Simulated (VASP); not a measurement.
# C (Pm-3n) in VASP: a series of runs

The runs below take C through single point, relaxation of cell and atoms, with r2SCAN.

All numbers are computed with VASP 6.6.1; they aren't measurements. Logs are shortened: lines on timing, memory, paths and dates and some standing lists are left out, and cuts for length are marked.

## (1) The cell of the first run

Symmetry: Pm-3n, No. 223, cubic system. The conventional cell has a = 3.896 Å, b = 3.896 Å, c = 3.896 Å, α = 90.00°, β = 90.00°, γ = 90.00°. Within 2.9 Å of C (site symmetry m-3) lie 12 C at 2.18 Å. C (site symmetry -4m2) has 14 C at 1.95 to 2.39 Å within 2.6 Å.

## (2) Single point, r2SCAN

File POSCAR:

```
C
1.0
    3.8956587374      0.0000000000      0.0000000000
    0.0000000000      3.8956587374      0.0000000000
    0.0000000000      0.0000000000      3.8956587374
C
8
Direct
    0.0000000000      0.0000000000      0.0000000000
    0.5000000000      0.5000000000      0.5000000000
    0.2500000000      1.0000000000      0.5000000000
    0.7500000000      0.0000000000      0.5000000000
    0.5000000000      0.2500000000      1.0000000000
    0.5000000000      0.7500000000      1.0000000000
    0.0000000000      0.5000000000      0.2500000000
    0.0000000000      0.5000000000      0.7500000000
```

File INCAR.step1:

```
SYSTEM = C
  ALGO = Normal
  EDIFF = 1E-4
  ENCUT = 520
  GGA = PE
  ISMEAR = -1
  LASPH = .True.
  LCHARG = .False.
  LREAL = .False.
  LWAVE = .True.
  NBANDS = 26
  NELM = 80
  PREC = Accurate
  SIGMA = 0.1
```

File INCAR.step2:

```
SYSTEM = C
  ALGO = Normal
  EDIFF = 1E-6
  ENCUT = 520
  ISIF = 2
  ISMEAR = -1
  ISTART = 1
  LASPH = .True.
  LCHARG = .True.
  LELF = .True.
  LMIXTAU = .True.
  LREAL = .False.
  LVHAR = .True.
  LWAVE = .False.
  METAGGA = R2SCAN
  NBANDS = 26
  NELM = 80
  PREC = Accurate
  SIGMA = 0.1
```

File KPOINTS:

```
k-points
0
Gamma
  7 7 7
  0 0 0
```

Potentials or basis: VASP PAW PBE potentials, release 64 (C).

Started as:

```console
$ cat potpaw_PBE.64/C/POTCAR > POTCAR
$ cp INCAR.step1 INCAR
$ mpirun -np 1 vasp_std > vasp.out
$ cp INCAR.step2 INCAR
$ mpirun -np 1 vasp_std > vasp.out
```

OUTCAR:

```text
SYSTEM = C
   EDIFF = 1E-6
   ENCUT = 520
   ISIF = 2
   ISMEAR = -1
   ISTART = 1
   LASPH = .True.
   LREAL = .False.
   METAGGA = R2SCAN
   NELM = 80
   PREC = Accurate

 ion  position               nearest neighbor table
   1  0.000  0.000  0.000-
   2  0.500  0.500  0.500-
   3  0.250  0.000  0.500-   4 1.95   4 1.95
   4  0.750  0.000  0.500-   3 1.95   3 1.95
   5  0.500  0.250  0.000-   6 1.95   6 1.95
   6  0.500  0.750  0.000-   5 1.95   5 1.95
   7  0.000  0.500  0.250-   8 1.95   8 1.95
   8  0.000  0.500  0.750-   7 1.95   7 1.95

  LATTYP: Found a simple cubic cell.
 ALAT       =     3.8956587374

  Lattice vectors:

 A1 = (   3.8956587374,   0.0000000000,   0.0000000000)
 A2 = (   0.0000000000,   3.8956587374,   0.0000000000)
 A3 = (   0.0000000000,   0.0000000000,   3.8956587374)

Analysis of symmetry for initial positions (statically):
=====================================================================
 Subroutine PRICEL returns:
 Original cell was already a primitive cell.

 Routine SETGRP: Setting up the symmetry group for a
 simple cubic supercell.

 Subroutine GETGRP returns: Found 48 space group operations
 (whereof 24 operations were pure point group operations)
 out of a pool of 48 trial point group operations.

The static configuration has the point symmetry T_h .
 The point group associated with its full space group is O_h .

Analysis of symmetry for dynamics (positions and initial velocities):
=====================================================================
 Subroutine PRICEL returns:
 Original cell was already a primitive cell.

 Routine SETGRP: Setting up the symmetry group for a
 simple cubic supercell.

 Subroutine GETGRP returns: Found 48 space group operations
 (whereof 24 operations were pure point group operations)
 out of a pool of 48 trial point group operations.

The dynamic configuration has the point symmetry T_h .
 The point group associated with its full space group is O_h .

 Subroutine INISYM returns: Found 48 space group operations
 (whereof 24 operations are pure point group operations),
 and found     1 'primitive' translations

----------------------------------------------------------------------------------------

                                     Primitive cell

  volume of cell :      59.1211

  direct lattice vectors                    reciprocal lattice vectors
     3.895658737  0.000000000  0.000000000     0.256695996  0.000000000  0.000000000
     0.000000000  3.895658737  0.000000000     0.000000000  0.256695996  0.000000000
     0.000000000  0.000000000  3.895658737     0.000000000  0.000000000  0.256695996

  length of vectors
     3.895658737  3.895658737  3.895658737     0.256695996  0.256695996  0.256695996

  position of ions in fractional coordinates (direct lattice)
     0.000000000  0.000000000  0.000000000
     0.500000000  0.500000000  0.500000000
     0.250000000  0.000000000  0.500000000
     0.750000000  0.000000000  0.500000000
     0.500000000  0.250000000  0.000000000
     0.500000000  0.750000000  0.000000000
     0.000000000  0.500000000  0.250000000
     0.000000000  0.500000000  0.750000000

  ion indices of the primitive-cell ions
   primitive index   ion index
                 1           1
                 2           2
                 3           3
                 4           4
                 5           5
                 6           6
                 7           7
                 8           8

----------------------------------------------------------------------------------------

 KPOINTS: k-points

Automatic generation of k-mesh.
 Grid dimensions read from file:
 generate k-points for:    7    7    7

 Generating k-lattice:

  Cartesian coordinates                     Fractional coordinates (reciprocal lattice)
     0.036670857  0.000000000  0.000000000     0.142857143  0.000000000  0.000000000
     0.000000000  0.036670857  0.000000000     0.000000000  0.142857143  0.000000000
     0.000000000  0.000000000  0.036670857     0.000000000  0.000000000  0.142857143

  Length of vectors
     0.036670857  0.036670857  0.036670857

  Shift w.r.t. Gamma in fractional coordinates (k-lattice)
     0.000000000  0.000000000  0.000000000

 Subroutine IBZKPT returns following result:
 ===========================================

 Found     20 irreducible k-points:

 Following reciprocal coordinates:
            Coordinates               Weight
  0.000000  0.000000  0.000000      1.000000
  0.142857  0.000000  0.000000      6.000000
  0.285714  0.000000  0.000000      6.000000
  0.428571  0.000000  0.000000      6.000000
  0.142857  0.142857  0.000000     12.000000
  0.285714  0.142857  0.000000     24.000000
[... 12 lines left out ...]
  0.428571  0.428571  0.285714     24.000000
  0.428571  0.428571  0.428571      8.000000
   k-points           NKPTS =     20   k-points in BZ     NKDIM =     20   number of bands    NBANDS=     26
   number of dos      NEDOS =    301   number of ions     NIONS =      8
   total plane-waves  NPLWV =  27000
   dimension x,y,z NGX =    30 NGY =   30 NGZ =   30
   dimension x,y,z NGXF=    60 NGYF=   60 NGZF=   60
   ions per type =               8
   NGX,Y,Z   is equivalent  to a cutoff of  12.80, 12.80, 12.80 a.u.
   NGXF,Y,Z  is equivalent  to a cutoff of  25.60, 25.60, 25.60 a.u.
 SYSTEM =  C
   PREC   = accura    normal or accurate (medium, high low for compatibility)
   ISTART =      1    job   : 0-new  1-cont  2-samecut
   ICHARG =      0    charge: 1-file 2-atom 10-const
   ISPIN  =      1    spin polarized calculation?
   LNONCOLLINEAR =      F non collinear calculations
   LSORBIT =      F    spin-orbit coupling
   LASPH  =      T    aspherical Exc in radial PAW
   ENCUT  =  520.0 eV  38.22 Ry    6.18 a.u.   7.24  7.24  7.24*2*pi/ulx,y,z
   NELM   =     80;   NELMIN=  2; NELMDL=  0     # of ELM steps
   EDIFF  = 0.1E-05   stopping-criterion for ELM
   LREAL  =      F    real-space projection
   EDIFFG = 0.1E-04   stopping-criterion for IOM
   NSW    =      0    number of steps for IOM
   IBRION =     -1    ionic relax: 0-MD 1-quasi-New 2-CG
   NFREE  =      0    steps in history (QN), initial steepest desc. (CG)
   ISIF   =      2    stress and relaxation
   ISYM   =      2    0-nonsym 1-usesym 2-fastsym
   POTIM  = 0.5000    time-step for ionic-motion
   TEBEG  =    0.0;   TEEND  =   0.0 temperature during run
   PSTRESS=    0.0 pullay stress
   NELECT =      32.0000    total number of electrons
   NUPDOWN=      -1.0000    fix difference up-down
   EMIN   =  10.00;   EMAX   =-10.00  energy-range for DOS
   EFERMI =   0.00;   METHOD = LEGACY
   ISMEAR =    -1;   SIGMA  =   0.10  broadening in eV -4-tet -1-fermi 0-gaus
   EFERMI_NEDOS =   21; number of points for ismear=-14 and -15
   IALGO  =     38    algorithm
   IMIX   =      4    mixing-type and parameters
     AMIX     =   0.40;   BMIX     =  1.00
     AMIX_MAG =   1.60;   BMIX_MAG =  1.00
  volume/ion in A,a.u.               =       7.39        49.87
  Fermi-wavevector in a.u.,A,eV,Ry     =   1.334168  2.521212 24.218435  1.780005
  Thomas-Fermi vector in A             =   2.462970
   LORBIT       =      0    0 simple, 1 ext, 2 COOP (PROOUT), +10 PAW based schemes
   METAGGA = R2SCAN    functional components
   LHFCALC =     F    Hartree Fock is set to
   AEXX    =    0.0000 exact exchange contribution
   IVDW    =     0    specifies the selected vdW correction
   LEPSILON=     F    determine dielectric tensor
   LRPA    =     F    only Hartree local field effects (RPA)
 non-spin polarized calculation
  energy-cutoff  :      520.00
  volume of cell :       59.12
 maximum number of plane-waves:      1602
 NGX is ok and might be reduce to    30
   NGX = 15   NGY = 15   NGZ = 15

 number of electron      32.0000001 magnetization

 Free energy of the ion-electron system (eV)
  ---------------------------------------------------
  ext. energy  EPLUGINS =         0.00000000
  ---------------------------------------------------
  free energy    TOTEN  =       -41.18325274 eV

  energy without entropy =      -41.09695626  energy(sigma->0) =      -41.14010450

 E-fermi :   7.5402     XC(G=0): -13.6113

 val. band max:        7.5272575444   @ k =   0.1429   0.1429   0.0000
 cond. band min:       7.6290007267   @ k =   0.4286   0.2857   0.2857
 fundamental gap:      0.1017431822
 Fermi energy:         7.5401617800

 k-point     1 :       0.0000    0.0000    0.0000
  band No.  band energies     occupation
      1     -12.3005      2.00000
      2      -4.5666      2.00000
      3      -4.5666      2.00000
      4      -4.4607      2.00000
      5      -2.8106      2.00000
      6      -2.8106      2.00000
[... 18 lines left out ...]
     25      12.0490      0.00000
     26      12.0490      0.00000

 k-point     2 :       0.1429    0.0000    0.0000
  band No.  band energies     occupation
      1     -12.1223      2.00000
      2      -6.0563      2.00000
      3      -4.4100      2.00000
      4      -4.3345      2.00000
      5      -2.6361      2.00000
      6      -2.6361      2.00000
[... 18 lines left out ...]
     25      12.7879      0.00000
     26      12.7896      0.00000

 k-point     3 :       0.2857    0.0000    0.0000
  band No.  band energies     occupation
      1     -11.5884      2.00000
      2      -7.9048      2.00000
      3      -3.9439      2.00000
      4      -3.8541      2.00000
      5      -2.1166      2.00000
      6      -2.1166      2.00000
[... 18 lines left out ...]
     25      12.4335      0.00000
     26      13.5848      0.00000

 k-point     4 :       0.4286    0.0000    0.0000
  band No.  band energies     occupation
      1     -10.7019      2.00000
      2      -9.4693      2.00000
      3      -3.1912      2.00000
      4      -3.0818      2.00000
      5      -2.0417      2.00000
      6      -1.8818      2.00000
[... 18 lines left out ...]
     25      12.0072      0.00000
     26      13.0863      0.00000

 k-point     5 :       0.1429    0.1429    0.0000
  band No.  band energies     occupation
      1     -11.9442      2.00000
      2      -5.9055      2.00000
      3      -5.8693      2.00000
      4      -4.2136      2.00000
      5      -2.4621      2.00000
      6      -1.0631      2.00000
[... 18 lines left out ...]
     25      12.9969      0.00000
     26      13.0195      0.00000

 k-point     6 :       0.2857    0.1429    0.0000
  band No.  band energies     occupation
      1     -11.4108      2.00000
      2      -7.7321      2.00000
      3      -5.3838      2.00000
      4      -3.7422      2.00000
      5      -1.9942      2.00000
      6      -1.9446      2.00000
[... 311 lines left out ...]
 k-point    17 :       0.2857    0.2857    0.2857
  band No.  band energies     occupation
      1     -10.1726      2.00000
      2      -6.5499      2.00000
      3      -6.5499      2.00000
      4      -6.4902      2.00000
      5      -3.1058      2.00000
      6      -3.1058      2.00000
[... 18 lines left out ...]
     25      11.5563      0.00000
     26      12.3185      0.00000

 k-point    18 :       0.4286    0.2857    0.2857
  band No.  band energies     occupation
      1      -9.2941      2.00000
      2      -8.0744      2.00000
      3      -5.7091      2.00000
      4      -5.6524      2.00000
      5      -4.5488      2.00000
      6      -4.4645      2.00000
[... 18 lines left out ...]
     25      11.9981      0.00000
     26      12.1748      0.00000

 k-point    19 :       0.4286    0.4286    0.2857
  band No.  band energies     occupation
      1      -8.4214      2.00000
      2      -7.2289      2.00000
      3      -7.1924      2.00000
      4      -6.0144      2.00000
      5      -4.8407      2.00000
      6      -3.7467      2.00000
[... 18 lines left out ...]
     25      11.0258      0.00000
     26      11.1995      0.00000

 k-point    20 :       0.4286    0.4286    0.4286
  band No.  band energies     occupation
      1      -7.5551      2.00000
      2      -6.3804      2.00000
      3      -6.3804      2.00000
      4      -6.3009      2.00000
      5      -5.2094      2.00000
      6      -5.2094      2.00000
[... 18 lines left out ...]
     25      10.5708      0.00000
     26      10.9289      0.00000

------------------------ aborting loop because EDIFF is reached ----------------------------------------

  FORCE on cell =-STRESS in cart. coord.  units (eV):
  Direction    XX          YY          ZZ          XY          YZ          ZX
  --------------------------------------------------------------------------------------
  -------------------------------------------------------------------------------------
  Total        0.0726478      0.0726478      0.0726478     -0.0000000     -0.0000000      0.0000000
  in kB        1.9687498      1.9687498      1.9687498     -0.0000000     -0.0000000      0.0000000
  external PRESSURE =       1.9687498 kB  Pullay stress =       0.0000000 kB

 VOLUME and BASIS-vectors are now :
 -----------------------------------------------------------------------------
  energy-cutoff  :      520.00
  volume of cell :       59.12
      direct lattice vectors                 reciprocal lattice vectors
     3.895658737  0.000000000  0.000000000     0.256695996  0.000000000  0.000000000
     0.000000000  3.895658737  0.000000000     0.000000000  0.256695996  0.000000000
     0.000000000  0.000000000  3.895658737     0.000000000  0.000000000  0.256695996

 POSITION                                       TOTAL-FORCE (eV/Angst)
 -----------------------------------------------------------------------------------
      0.00000      0.00000      0.00000        -0.000000     -0.000000     -0.000000
      1.94783      1.94783      1.94783        -0.000000     -0.000000     -0.000000
      0.97391      0.00000      1.94783         0.000000     -0.000000     -0.000000
      2.92174      0.00000      1.94783        -0.000000      0.000000      0.000000
      1.94783      0.97391      0.00000         0.000000      0.000000      0.000000
      1.94783      2.92174      0.00000         0.000000     -0.000000     -0.000000
      0.00000      1.94783      0.97391         0.000000     -0.000000     -0.000000
      0.00000      1.94783      2.92174        -0.000000      0.000000      0.000000
 -----------------------------------------------------------------------------------
    total drift:                                0.000000      0.000000      0.000000

  FREE ENERGIE OF THE ION-ELECTRON SYSTEM (eV)
  ---------------------------------------------------
  free  energy   TOTEN  =       -41.1832527388 eV

  energy  without entropy=      -41.0969562608  energy(sigma->0) =      -41.14010450
```

It took 1.9 min on 1 thread of Intel Xeon Platinum 8259CL at 2.50GHz (Skylake/Cascade Lake), shared host; peak memory 0.17 GiB.

Results:

- Free energy: -41.1833 eV
- Pressure: 0.2 GPa
- Band gap on the k mesh: zero (band 16 reaches 8.50 eV, above the bottom of band 17 at 6.01 eV)

Caveat: the PAW data sets were made with another functional, which shifts forces and pressure a little.

## (3) Single point, r2SCAN

POSCAR is that of step 2.

File INCAR.step1:

```
SYSTEM = C
PREC = Accurate
ENCUT = 520
ISMEAR = -1
SIGMA = 0.1
LREAL = .FALSE.
LASPH = .TRUE.
NELM = 60
NBANDS = 26
GGA = PE
ALGO = Normal
EDIFF = 1E-4
LWAVE = .TRUE.
LCHARG = .FALSE.
```

File INCAR.step2:

```
SYSTEM = C
PREC = Accurate
ENCUT = 520
EDIFF = 1E-7
ISMEAR = -1
SIGMA = 0.1
LREAL = .FALSE.
LASPH = .TRUE.
NELM = 60
ALGO = Normal
ISIF = 2
LWAVE = .FALSE.
LCHARG = .FALSE.
METAGGA = R2SCAN
LMIXTAU = .TRUE.
NBANDS = 26
ISTART = 1
```

File KPOINTS:

```
regular mesh
0
G
  9 9 9
  0 0 0
```

Potentials or basis: VASP PAW PBE potentials, release 64 (C).

Started as:

```console
$ cat potpaw_PBE.64/C/POTCAR > POTCAR
$ cp INCAR.step1 INCAR
$ mpirun -np 1 vasp_std > vasp.out
$ cp INCAR.step2 INCAR
$ mpirun -np 1 vasp_std > vasp.out
```

Wall time 3.5 min (1 thread of Intel Xeon Platinum 8259CL at 2.50GHz (Skylake/Cascade Lake), shared host); peak memory 0.18 GiB.

It converged, with:

| Quantity | Value |
| --- | --- |
| Free energy | -41.1497 eV |
| Pressure | 1.1 GPa |
| Band gap on the k mesh | zero (band 16 reaches 8.82 eV, above the bottom of band 17 at 5.97 eV) |

Levels at points of the mesh, in eV from the Fermi level:
```
           k point  band 12  band 13  band 14  band 15  band 16  band 17  band 18  band 19  band 20  band 21
(0.00, 0.00, 0.00)    -3.34    -3.34    -3.28    -3.28    -3.28    -0.88    -0.88    -0.88    -0.65     3.10
```

Caveat: the PAW data sets were made with another functional, which shifts forces and pressure a little.

[end of part 1 of 2]
